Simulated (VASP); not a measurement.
# VGa2 (I4/mcm) in VASP: single point with r2SCAN

Aim: the single point of VGa2 with r2SCAN.

Program: VASP 6.6.1. These are calculated values, not measurements. Logs are shortened: lines on timing, memory, paths and dates and some standing lists are left out, and cuts for length are marked.

### 1 The cell of the first run

It takes space group I4/mcm (No. 140, tetragonal). The conventional cell has a = 5.753 Å, b = 5.753 Å, c = 4.948 Å, α = 90.00°, β = 90.00°, γ = 90.00°. Ga (site symmetry m2m) has 4 V at 2.50 Å and 11 Ga at 2.53 to 3.07 Å within 3.3 Å. Within 3.3 Å of V (site symmetry 422) lie 2 V at 2.47 Å and 8 Ga at 2.50 Å.

### 2 Single point, r2SCAN

POSCAR

```
VGa2
1.0
   -2.8767370000      2.8767370000      2.4741390000
    2.8767370000     -2.8767370000      2.4741390000
    2.8767370000      2.8767370000     -2.4741390000
Ga V
4 2
Direct
    0.6556800000      0.1556800000      0.8113600000
    0.1556800000      0.3443200000      0.5000000000
    0.3443200000      0.8443200000      0.1886400000
    0.8443200000      0.6556800000      0.5000000000
    0.2500000000      0.2500000000      0.0000000000
    0.7500000000      0.7500000000      0.0000000000
```

INCAR.step1

```
ALGO = Normal
EDIFF = 1E-4
ENCUT = 520
GGA = PE
ISMEAR = -5
LASPH = True
LCHARG = False
LREAL = False
LWAVE = True
NBANDS = 48
NELM = 80
PREC = Accurate
SIGMA = 0.1
```

INCAR.step2

```
ALGO = Normal
EDIFF = 1E-6
ENCUT = 520
ISIF = 2
ISMEAR = -5
ISTART = 1
LASPH = True
LCHARG = True
LELF = True
LMIXTAU = True
LREAL = False
LVHAR = True
LWAVE = False
METAGGA = R2SCAN
NBANDS = 48
NELM = 80
PREC = Accurate
SIGMA = 0.1
```

KPOINTS

```
k-points
0
Gamma
  7 7 7
```

Potentials or basis: VASP PAW PBE potentials, release 64 (Ga_d, V_sv).

Launch:

```
cat potpaw_PBE.64/Ga_d/POTCAR potpaw_PBE.64/V_sv/POTCAR > POTCAR
cp INCAR.step1 INCAR
mpirun -np 1 vasp_std > vasp.out
cp INCAR.step2 INCAR
mpirun -np 1 vasp_std > vasp.out
```

OUTCAR:

```text
EDIFF = 1E-6
   ENCUT = 520
   ISIF = 2
   ISMEAR = -5
   ISTART = 1
   LASPH = True
   LREAL = False
   METAGGA = R2SCAN
   NELM = 80
   PREC = Accurate

 ion  position               nearest neighbor table
   1  0.656  0.156  0.811-   5 2.50   6 2.50   5 2.50   6 2.50   3 2.53   3 2.91   3 2.91
   2  0.156  0.344  0.500-   6 2.50   5 2.50   5 2.50   6 2.50   4 2.53   4 2.91   4 2.91
   3  0.344  0.844  0.189-   5 2.50   6 2.50   5 2.50   6 2.50   1 2.53   1 2.91   1 2.91
   4  0.844  0.656  0.500-   5 2.50   6 2.50   6 2.50   5 2.50   2 2.53   2 2.91   2 2.91
   5  0.250  0.250  0.000-   6 2.47   6 2.47   1 2.50   3 2.50   1 2.50   3 2.50   2 2.50   4 2.50
                             4 2.50   2 2.50
   6  0.750  0.750  0.000-   5 2.47   5 2.47   1 2.50   3 2.50   1 2.50   3 2.50   4 2.50   4 2.50
                             2 2.50   2 2.50

  LATTYP: Found a body centered tetragonal cell.
 ALAT       =     5.7534740000
 C/A-ratio  =     0.8600504669

  Lattice vectors:

 A1 = (  -2.8767370000,   2.8767370000,   2.4741390000)
 A2 = (   2.8767370000,  -2.8767370000,   2.4741390000)
 A3 = (   2.8767370000,   2.8767370000,  -2.4741390000)

Analysis of symmetry for initial positions (statically):
=====================================================================
 Subroutine PRICEL returns:
 Original cell was already a primitive cell.

 Routine SETGRP: Setting up the symmetry group for a
 body centered tetragonal supercell.

 Subroutine GETGRP returns: Found 16 space group operations
 (whereof  8 operations were pure point group operations)
 out of a pool of 16 trial point group operations.

The static configuration has the point symmetry C_4h.
 The point group associated with its full space group is D_4h.

Analysis of symmetry for dynamics (positions and initial velocities):
=====================================================================
 Subroutine PRICEL returns:
 Original cell was already a primitive cell.

 Routine SETGRP: Setting up the symmetry group for a
 body centered tetragonal supercell.

 Subroutine GETGRP returns: Found 16 space group operations
 (whereof  8 operations were pure point group operations)
 out of a pool of 16 trial point group operations.

The dynamic configuration has the point symmetry C_4h.
 The point group associated with its full space group is D_4h.

 Subroutine INISYM returns: Found 16 space group operations
 (whereof  8 operations are pure point group operations),
 and found     1 'primitive' translations

----------------------------------------------------------------------------------------

                                     Primitive cell

  volume of cell :      81.9001

  direct lattice vectors                    reciprocal lattice vectors
    -2.876737000  2.876737000  2.474139000     0.000000000  0.173808033  0.202090505
     2.876737000 -2.876737000  2.474139000     0.173808033  0.000000000  0.202090505
     2.876737000  2.876737000 -2.474139000     0.173808033  0.173808033  0.000000000

  length of vectors
     4.761574879  4.761574879  4.761574879     0.266551692  0.266551692  0.245801678

  position of ions in fractional coordinates (direct lattice)
     0.655680000  0.155680000  0.811360000
     0.155680000  0.344320000  0.500000000
     0.344320000  0.844320000  0.188640000
     0.844320000  0.655680000  0.500000000
     0.250000000  0.250000000  0.000000000
     0.750000000  0.750000000  0.000000000

  ion indices of the primitive-cell ions
   primitive index   ion index
                 1           1
                 2           2
                 3           3
                 4           4
                 5           5
                 6           6

----------------------------------------------------------------------------------------

 KPOINTS: k-points

Automatic generation of k-mesh.
 Grid dimensions read from file:
 generate k-points for:    7    7    7

 Generating k-lattice:

  Cartesian coordinates                     Fractional coordinates (reciprocal lattice)
     0.000000000  0.024829719  0.028870072     0.142857143  0.000000000  0.000000000
     0.024829719  0.000000000  0.028870072     0.000000000  0.142857143  0.000000000
     0.024829719  0.024829719  0.000000000     0.000000000  0.000000000  0.142857143

  Length of vectors
     0.038078813  0.038078813  0.035114525

  Shift w.r.t. Gamma in fractional coordinates (k-lattice)
     0.000000000  0.000000000  0.000000000

 TETIRR: Found    771 inequivalent tetrahedra from     2058

 Subroutine IBZKPT returns following result:
 ===========================================

 Found     40 irreducible k-points:

 Following reciprocal coordinates:
            Coordinates               Weight
  0.000000  0.000000  0.000000      1.000000
  0.142857  0.000000 -0.000000      8.000000
  0.285714 -0.000000  0.000000      8.000000
  0.428571  0.000000  0.000000      8.000000
  0.142857  0.142857 -0.000000      8.000000
  0.285714  0.142857  0.000000     16.000000
[... 16 lines left out ...]
 -0.142857  0.285714  0.142857      8.000000
 -0.428571  0.428571  0.142857      8.000000
 [... further k-points ...]
   k-points           NKPTS =     40   k-points in BZ     NKDIM =     40   number of bands    NBANDS=     48
   number of dos      NEDOS =    301   number of ions     NIONS =      6
   total plane-waves  NPLWV =  46656
   dimension x,y,z NGX =    36 NGY =   36 NGZ =   36
   dimension x,y,z NGXF=    72 NGYF=   72 NGZF=   72
   ions per type =               4   2
   NGX,Y,Z   is equivalent  to a cutoff of  12.57, 12.57, 12.57 a.u.
   NGXF,Y,Z  is equivalent  to a cutoff of  25.14, 25.14, 25.14 a.u.
 SYSTEM =  unknown system
   PREC   = accura    normal or accurate (medium, high low for compatibility)
   ISTART =      1    job   : 0-new  1-cont  2-samecut
   ICHARG =      0    charge: 1-file 2-atom 10-const
   ISPIN  =      1    spin polarized calculation?
   LNONCOLLINEAR =      F non collinear calculations
   LSORBIT =      F    spin-orbit coupling
   LASPH  =      T    aspherical Exc in radial PAW
   ENCUT  =  520.0 eV  38.22 Ry    6.18 a.u.   8.85  8.85  8.85*2*pi/ulx,y,z
   NELM   =     80;   NELMIN=  2; NELMDL=  0     # of ELM steps
   EDIFF  = 0.1E-05   stopping-criterion for ELM
   LREAL  =      F    real-space projection
   EDIFFG = 0.1E-04   stopping-criterion for IOM
   NSW    =      0    number of steps for IOM
   IBRION =     -1    ionic relax: 0-MD 1-quasi-New 2-CG
   NFREE  =      0    steps in history (QN), initial steepest desc. (CG)
   ISIF   =      2    stress and relaxation
   ISYM   =      2    0-nonsym 1-usesym 2-fastsym
   POTIM  = 0.5000    time-step for ionic-motion
   TEBEG  =    0.0;   TEEND  =   0.0 temperature during run
   PSTRESS=    0.0 pullay stress
   NELECT =      78.0000    total number of electrons
   NUPDOWN=      -1.0000    fix difference up-down
   EMIN   =  10.00;   EMAX   =-10.00  energy-range for DOS
   EFERMI =   0.00;   METHOD = LEGACY
   ISMEAR =    -5;   SIGMA  =   0.10  broadening in eV -4-tet -1-fermi 0-gaus
   EFERMI_NEDOS =   21; number of points for ismear=-14 and -15
   IALGO  =     38    algorithm
   IMIX   =      4    mixing-type and parameters
     AMIX     =   0.40;   BMIX     =  1.00
     AMIX_MAG =   1.60;   BMIX_MAG =  1.00
  volume/ion in A,a.u.               =      13.65        92.11
  Fermi-wavevector in a.u.,A,eV,Ry     =   1.610689  3.043760 35.297833  2.594318
  Thomas-Fermi vector in A             =   2.706199
   LORBIT       =      0    0 simple, 1 ext, 2 COOP (PROOUT), +10 PAW based schemes
   METAGGA = R2SCAN    functional components
   LHFCALC =     F    Hartree Fock is set to
   AEXX    =    0.0000 exact exchange contribution
   IVDW    =     0    specifies the selected vdW correction
   LEPSILON=     F    determine dielectric tensor
   LRPA    =     F    only Hartree local field effects (RPA)
 non-spin polarized calculation
 Fermi weights with tetrahedron method with Bloechl corrections
  energy-cutoff  :      520.00
  volume of cell :       81.90
 maximum number of plane-waves:      2216
   NGX = 17   NGY = 17   NGZ = 17

 number of electron      78.0000000 magnetization

 Free energy of the ion-electron system (eV)
  ---------------------------------------------------
  ext. energy  EPLUGINS =         0.00000000
  ---------------------------------------------------
  free energy    TOTEN  =       -72.12160993 eV

  energy without entropy =      -72.12160993  energy(sigma->0) =      -72.12160993

 E-fermi :   8.6531     XC(G=0): -14.0131

 val. band max:        8.7726990310   @ k =  -0.2857  -0.2857   0.2857
 cond. band min:       8.4161225641   @ k =  -0.1429   0.1429   0.1429
 fundamental gap:     -0.3565764670
 Fermi energy:         8.6530935390

 k-point     1 :       0.0000    0.0000    0.0000
  band No.  band energies     occupation
      1     -57.5120      2.00000
      2     -57.3584      2.00000
      3     -30.6132      2.00000
      4     -30.3719      2.00000
      5     -30.3719      2.00000
      6     -30.2475      2.00000
[... 40 lines left out ...]
     47      12.4217      0.00000
     48      13.4236      0.00000

 k-point     2 :       0.1429    0.0000   -0.0000
  band No.  band energies     occupation
      1     -57.5044      2.00000
      2     -57.3661      2.00000
      3     -30.5660      2.00000
      4     -30.3661      2.00000
      5     -30.3661      2.00000
      6     -30.2540      2.00000
[... 40 lines left out ...]
     47      12.7596      0.00000
     48      13.4758      0.00000

 k-point     3 :       0.2857   -0.0000    0.0000
  band No.  band energies     occupation
      1     -57.4834      2.00000
      2     -57.3876      2.00000
      3     -30.4325      2.00000
      4     -30.3496      2.00000
      5     -30.3495      2.00000
      6     -30.2720      2.00000
[... 40 lines left out ...]
     47      13.4951      0.00000
     48      13.9076      0.00000

 k-point     4 :       0.4286    0.0000    0.0000
  band No.  band energies     occupation
      1     -57.4528      2.00000
      2     -57.4186      2.00000
      3     -30.3252      2.00000
      4     -30.3251      2.00000
      5     -30.2975      2.00000
      6     -30.2974      2.00000
[... 958 lines left out ...]
     47      13.3892      0.00000
     48      14.2597      0.00000

 k-point    23 :      -0.1429    0.2857    0.1429
  band No.  band energies     occupation
      1     -57.5042      2.00000
      2     -57.3663      2.00000
      3     -30.5674      2.00000
      4     -30.3696      2.00000
      5     -30.3695      2.00000
      6     -30.2522      2.00000
[... 40 lines left out ...]
     47      13.6961      0.00000
     48      14.2130      0.00000

 k-point    24 :      -0.4286    0.4286    0.1429
  band No.  band energies     occupation
      1     -57.5115      2.00000
      2     -57.3587      2.00000
      3     -30.6157      2.00000
      4     -30.3829      2.00000
      5     -30.3728      2.00000
      6     -30.2467      2.00000
[... 40 lines left out ...]
     47      13.9225      0.00000
     48      14.3521      0.00000

 [... further k-points ...]
[... 5 lines left out ...]
  --------------------------------------------------------------------------------------
  -------------------------------------------------------------------------------------
  Total       14.3267154     14.3267154     11.5712726      0.0000000     -0.0000000      0.0000000
  in kB      280.2675461    280.2675461    226.3639699      0.0000000     -0.0000000      0.0000000
  external PRESSURE =     262.2996874 kB  Pullay stress =       0.0000000 kB

 VOLUME and BASIS-vectors are now :
 -----------------------------------------------------------------------------
  energy-cutoff  :      520.00
  volume of cell :       81.90
      direct lattice vectors                 reciprocal lattice vectors
    -2.876737000  2.876737000  2.474139000     0.000000000  0.173808033  0.202090505
     2.876737000 -2.876737000  2.474139000     0.173808033  0.000000000  0.202090505
     2.876737000  2.876737000 -2.474139000     0.173808033  0.173808033  0.000000000

 POSITION                                       TOTAL-FORCE (eV/Angst)
 -----------------------------------------------------------------------------------
      0.89570      3.77244     -0.00000         0.625987      0.625987      0.000000
      1.98104      0.89570      0.00000        -0.625987      0.625987     -0.000000
      1.98104     -0.89570      2.47414        -0.625987     -0.625987     -0.000000
      0.89570      1.98104      2.47414         0.625987     -0.625987     -0.000000
      0.00000      0.00000      1.23707        -0.000000      0.000000     -0.000000
      0.00000      0.00000      3.71121        -0.000000      0.000000     -0.000000
 -----------------------------------------------------------------------------------
    total drift:                                0.000000     -0.000000     -0.000000

  FREE ENERGIE OF THE ION-ELECTRON SYSTEM (eV)
  ---------------------------------------------------
  free  energy   TOTEN  =       -72.1216099277 eV

  energy  without entropy=      -72.1216099277  energy(sigma->0) =      -72.12160993
```

It took 15 min on 1 thread of Oxide Virtual Turin-like, shared host; peak memory 0.26 GiB.

What came out:

```
Free energy            : -72.1216 eV
Pressure               : 26.2 GPa
Largest force          : 0.885 eV/Å
Band gap on the k mesh : zero (band 39 reaches 9.06 eV, above the bottom of band 40 at 8.15 eV)
```

Forces on the atoms (eV/Å):
```
Ga   0.626  0.626  0.000
Ga  -0.626  0.626  0.000
Ga  -0.626 -0.626  0.000
Ga   0.626 -0.626  0.000
V    0.000  0.000  0.000
V    0.000  0.000  0.000
```

Stress tensor (GPa, compression positive):
```
28.03  0.00  0.00
 0.00 28.03  0.00
 0.00  0.00 22.64
```

Caveat: the PAW data sets were made with another functional, which shifts forces and pressure a little; tetrahedron occupations give inexact forces and stress in metals.
